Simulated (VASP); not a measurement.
Runs of VASP 6.6.1 on Cd. The structure is that of space group Fd-3m (No. 227), or close to it. The cells are those of the table. This isn't the form of Cd at room conditions, which is hcp.

```tsv
task	cell	gap on the mesh (eV)	pressure (GPa)
single point	a = 4.156 Å, angles 60.0°, 2 atoms	none	20.7
single point	a = 3.955 Å, angles 60.0°, 2 atoms	none	41.7
relaxation of cell and atoms	relaxed to 40 GPa from a = 4.299 Å, angles 60.0°, 2 atoms	none	40.1
single point	a = 3.831 Å, angles 60.0°, 2 atoms	none	(a)
single point	a = 4.899 Å, angles 60.0°, 2 atoms	none	0.1
```

Alike in all rows: level pbesol exchange, lda correlation; potentials or basis VASP PAW PBE potentials, release 64 (Cd); no spin polarisation; k mesh 6 × 6 × 6; cutoff (eV) 500; smearing methfessel-paxton 0.1 eV.

Question: Fill in the values left out.

Answer: (a) 62.6.

Caveats: the PAW data sets were made with another functional, which shifts forces and pressure a little; the cell stands under pressure (at least some runs); the cell is relaxed towards a set pressure, so the run minimises the enthalpy, not the energy (at least some runs).

A k mesh can miss the band edges, and the runs leave out spin-orbit coupling on Cd.

A gap of «none» marks levels without a gap at the run's occupations.
